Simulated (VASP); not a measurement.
# SiMo3 (Pm-3n) in VASP: further runs

Runs on SiMo3. Level: PBEsol. Tasks: single point, relaxation of cell and atoms.

Program: VASP 6.6.1. These are calculated values, not measurements. Logs are shortened: lines on timing, memory, paths and dates and some standing lists are left out, and cuts for length are marked.

## 1. The cell of the first run

The structure is cubic, space group Pm-3n (No. 223). The conventional cell has a = 4.862 Å, b = 4.862 Å, c = 4.862 Å, α = 90.00°, β = 90.00°, γ = 90.00°. Within 3.6 Å of Si (site symmetry m-3) lie 12 Mo at 2.72 Å. Within 3.2 Å of Mo (site symmetry -4m2) lie 10 Mo at 2.43 to 2.98 Å and 4 Si at 2.72 Å.

## 2. Single point, PBEsol

INCAR reads:

```
SYSTEM = SiMo3
PREC = Accurate
ENCUT = 520
EDIFF = 1E-6
ISMEAR = 0
SIGMA = 0.1
LREAL = .FALSE.
LASPH = .TRUE.
NELM = 100
ALGO = Fast
ISIF = 2
LWAVE = .FALSE.
LCHARG = .FALSE.
GGA = PS
NBANDS = 56
```

KPOINTS reads:

```
regular mesh
0
G
  8 8 8
  0 0 0
```

POSCAR reads:

```
SiMo3
1.0
    4.8616318325      0.0000000000      0.0000000000
    0.0000000000      4.8616318325      0.0000000000
    0.0000000000      0.0000000000      4.8616318325
Si Mo
2 6
Direct
    0.0000000000      0.0000000000      0.0000000000
    0.5000000000      0.5000000000      0.5000000000
    0.2500000000      0.0000000000      0.5000000000
    0.5000000000      0.7500000000      0.0000000000
    0.7500000000      0.0000000000      0.5000000000
    0.5000000000      0.2500000000      0.0000000000
    0.0000000000      0.5000000000      0.7500000000
    0.0000000000      0.5000000000      0.2500000000
```

Potentials or basis: VASP PAW PBE potentials, release 64 (Si, Mo_sv).

Launch:

```console
cat potpaw_PBE.64/Si/POTCAR potpaw_PBE.64/Mo_sv/POTCAR > POTCAR
mpirun -np 1 vasp_std > vasp.out
```

OUTCAR:

```text
SYSTEM = SiMo3
   PREC = Accurate
   ENCUT = 520
   EDIFF = 1E-6
   ISMEAR = 0
   LREAL = .FALSE.
   LASPH = .TRUE.
   NELM = 100
   ISIF = 2
   GGA = PS

 ion  position               nearest neighbor table
   1  0.000  0.000  0.000-   3 2.72   4 2.72   5 2.72   6 2.72   7 2.72   8 2.72   3 2.72   5 2.72
                             7 2.72   8 2.72   4 2.72   6 2.72
   2  0.500  0.500  0.500-   3 2.72   4 2.72   5 2.72   6 2.72   7 2.72   8 2.72   4 2.72   6 2.72
                             3 2.72   5 2.72   7 2.72   8 2.72
   3  0.250  0.000  0.500-   5 2.43   5 2.43   1 2.72   1 2.72   2 2.72   2 2.72   8 2.98   4 2.98
                             4 2.98   6 2.98   6 2.98   7 2.98   8 2.98   7 2.98
   4  0.500  0.750  0.000-   6 2.43   6 2.43   1 2.72   2 2.72   2 2.72   1 2.72   8 2.98   5 2.98
                             3 2.98   5 2.98   3 2.98   7 2.98   7 2.98   8 2.98
   5  0.750  0.000  0.500-   3 2.43   3 2.43   1 2.72   1 2.72   2 2.72   2 2.72   8 2.98   4 2.98
                             4 2.98   6 2.98   6 2.98   7 2.98   8 2.98   7 2.98
   6  0.500  0.250  0.000-   4 2.43   4 2.43   1 2.72   2 2.72   2 2.72   1 2.72   8 2.98   3 2.98
                             3 2.98   5 2.98   5 2.98   7 2.98   7 2.98   8 2.98
   7  0.000  0.500  0.750-   8 2.43   8 2.43   1 2.72   2 2.72   1 2.72   2 2.72   3 2.98   4 2.98
                             5 2.98   3 2.98   5 2.98   6 2.98   4 2.98   6 2.98
   8  0.000  0.500  0.250-   7 2.43   7 2.43   1 2.72   2 2.72   1 2.72   2 2.72   3 2.98   4 2.98
                             5 2.98   3 2.98   5 2.98   6 2.98   4 2.98   6 2.98

  LATTYP: Found a simple cubic cell.
 ALAT       =     4.8616318325

  Lattice vectors:

 A1 = (   4.8616318325,   0.0000000000,   0.0000000000)
 A2 = (   0.0000000000,   4.8616318325,   0.0000000000)
 A3 = (   0.0000000000,   0.0000000000,   4.8616318325)

Analysis of symmetry for initial positions (statically):
=====================================================================
 Subroutine PRICEL returns:
 Original cell was already a primitive cell.

 Routine SETGRP: Setting up the symmetry group for a
 simple cubic supercell.

 Subroutine GETGRP returns: Found 48 space group operations
 (whereof 24 operations were pure point group operations)
 out of a pool of 48 trial point group operations.

The static configuration has the point symmetry T_h .
 The point group associated with its full space group is O_h .

Analysis of symmetry for dynamics (positions and initial velocities):
=====================================================================
 Subroutine PRICEL returns:
 Original cell was already a primitive cell.

 Routine SETGRP: Setting up the symmetry group for a
 simple cubic supercell.

 Subroutine GETGRP returns: Found 48 space group operations
 (whereof 24 operations were pure point group operations)
 out of a pool of 48 trial point group operations.

[... 121 lines left out ...]
   POTIM  = 0.5000    time-step for ionic-motion
   TEBEG  =    0.0;   TEEND  =   0.0 temperature during run
   PSTRESS=    0.0 pullay stress
   NELECT =      92.0000    total number of electrons
   NUPDOWN=      -1.0000    fix difference up-down
   EMIN   =  10.00;   EMAX   =-10.00  energy-range for DOS
   EFERMI =   0.00;   METHOD = LEGACY
   ISMEAR =     0;   SIGMA  =   0.10  broadening in eV -4-tet -1-fermi 0-gaus
   EFERMI_NEDOS =   21; number of points for ismear=-14 and -15
   IALGO  =     68    algorithm
   IMIX   =      4    mixing-type and parameters
     AMIX     =   0.40;   BMIX     =  1.00
     AMIX_MAG =   1.60;   BMIX_MAG =  1.00
  volume/ion in A,a.u.               =      14.36        96.93
  Fermi-wavevector in a.u.,A,eV,Ry     =   1.520158  2.872682 31.441433  2.310880
  Thomas-Fermi vector in A             =   2.629046
   LORBIT       =      0    0 simple, 1 ext, 2 COOP (PROOUT), +10 PAW based schemes
   GGA     = PS    functional components
   LHFCALC =     F    Hartree Fock is set to
   AEXX    =    0.0000 exact exchange contribution
   IVDW    =     0    specifies the selected vdW correction
   LEPSILON=     F    determine dielectric tensor
   LRPA    =     F    only Hartree local field effects (RPA)
 non-spin polarized calculation
 RMM-DIIS sequential band-by-band and
 Gauss-broadening in eV      SIGMA  =   0.10
  energy-cutoff  :      520.00
  volume of cell :      114.91
 maximum number of plane-waves:      3136
   NGX = 19   NGY = 19   NGZ = 19

 number of electron      91.9999996 magnetization

 Free energy of the ion-electron system (eV)
  ---------------------------------------------------
  ext. energy  EPLUGINS =         0.00000000
  ---------------------------------------------------
  free energy    TOTEN  =       -85.11101783 eV

  energy without entropy =      -85.08991148  energy(sigma->0) =      -85.10046465

 E-fermi :  12.9223     XC(G=0): -13.3232

 val. band max:       12.9157706178   @ k =   0.3750   0.3750   0.0000
 cond. band min:      12.9413156848   @ k =   0.2500   0.1250   0.1250
 fundamental gap:      0.0255450670
 Fermi energy:        12.9222833559

 k-point     1 :       0.0000    0.0000    0.0000
  band No.  band energies     occupation
      1     -48.2739      2.00000
      2     -48.1485      2.00000
      3     -48.1485      2.00000
      4     -47.7965      2.00000
      5     -47.7965      2.00000
      6     -47.7965      2.00000
[... 1405 lines left out ...]
     55      15.1470      0.00000
     56      15.5228      0.00000

 [... further k-points ...]
[... 5 lines left out ...]
  --------------------------------------------------------------------------------------
  -------------------------------------------------------------------------------------
  Total        0.4435676      0.4435676      0.4435676      0.0000000     -0.0000000     -0.0000000
  in kB        6.1847798      6.1847798      6.1847798      0.0000000     -0.0000000     -0.0000000
  external PRESSURE =       6.1847798 kB  Pullay stress =       0.0000000 kB

 VOLUME and BASIS-vectors are now :
 -----------------------------------------------------------------------------
  energy-cutoff  :      520.00
  volume of cell :      114.91
      direct lattice vectors                 reciprocal lattice vectors
     4.861631832  0.000000000  0.000000000     0.205692252  0.000000000  0.000000000
     0.000000000  4.861631832  0.000000000     0.000000000  0.205692252  0.000000000
     0.000000000  0.000000000  4.861631832     0.000000000  0.000000000  0.205692252

 POSITION                                       TOTAL-FORCE (eV/Angst)
 -----------------------------------------------------------------------------------
      0.00000      0.00000      0.00000         0.000000      0.000000      0.000000
      2.43082      2.43082      2.43082         0.000000      0.000000      0.000000
      1.21541      0.00000      2.43082        -0.000000     -0.000000     -0.000000
      2.43082      3.64622      0.00000         0.000000      0.000000      0.000000
      3.64622      0.00000      2.43082         0.000000      0.000000      0.000000
      2.43082      1.21541      0.00000        -0.000000     -0.000000     -0.000000
      0.00000      2.43082      3.64622         0.000000     -0.000000      0.000000
      0.00000      2.43082      1.21541        -0.000000      0.000000     -0.000000
 -----------------------------------------------------------------------------------
    total drift:                                0.000000      0.000000     -0.000000

  FREE ENERGIE OF THE ION-ELECTRON SYSTEM (eV)
  ---------------------------------------------------
  free  energy   TOTEN  =       -85.1110178294 eV

  energy  without entropy=      -85.0899114792  energy(sigma->0) =      -85.10046465
```

OSZICAR:

```text
N       E                     dE             d eps       ncg     rms          rms(c)
DAV:   1     0.111119611024E+04    0.11112E+04   -0.55987E+04  3936   0.169E+03
DAV:   2    -0.396245750410E+02   -0.11508E+04   -0.11213E+04  4200   0.529E+02
DAV:   3    -0.885431071692E+02   -0.48919E+02   -0.47264E+02  5064   0.978E+01
DAV:   4    -0.896287177546E+02   -0.10856E+01   -0.10683E+01  4752   0.121E+01
DAV:   5    -0.896502032547E+02   -0.21486E-01   -0.21435E-01  4712   0.165E+00    0.477E+01
RMM:   6    -0.853583423418E+02    0.42919E+01   -0.12511E+01  3952   0.153E+01    0.152E+01
RMM:   7    -0.851863684954E+02    0.17197E+00   -0.49052E+00  4347   0.727E+00    0.253E+00
RMM:   8    -0.851217326470E+02    0.64636E-01   -0.87788E-01  4155   0.394E+00    0.234E+00
RMM:   9    -0.851067533227E+02    0.14979E-01   -0.17332E-01  4734   0.159E+00    0.410E-01
RMM:  10    -0.851119735544E+02   -0.52202E-02   -0.61776E-02  4966   0.621E-01    0.430E-01
RMM:  11    -0.851107975393E+02    0.11760E-02   -0.11173E-02  4659   0.406E-01    0.146E-01
RMM:  12    -0.851109618965E+02   -0.16436E-03   -0.28053E-03  4992   0.157E-01    0.596E-02
RMM:  13    -0.851110060785E+02   -0.44182E-04   -0.55499E-04  5243   0.671E-02    0.129E-02
RMM:  14    -0.851110165102E+02   -0.10432E-04   -0.11011E-04  5186   0.316E-02    0.226E-02
RMM:  15    -0.851110162462E+02    0.26398E-06   -0.45378E-05  4627   0.217E-02    0.669E-03
RMM:  16    -0.851110176669E+02   -0.14207E-05   -0.12323E-05  4110   0.972E-03    0.296E-03
RMM:  17    -0.851110178294E+02   -0.16250E-06   -0.26049E-06  3153   0.407E-03
   1 F= -.85111018E+02 E0= -.85100465E+02  d E =-.211064E-01
```

Run time: 2.5 min. Hardware: 1 thread of Oxide Virtual Turin-like, shared host; peak memory 0.27 GiB.

Results:

```yaml
Free_energy: -85.1110 eV
Pressure: 0.6 GPa
Band_gap_on_the_k_mesh: zero (bands 46 and 47 overlap by 2.48 eV)
```

Caveat: the PAW data sets were made with another functional, which shifts forces and pressure a little.

(Continued in part 2 of 2.)

The gap in the log of VASP goes by the Fermi energy; the results here count the filled bands.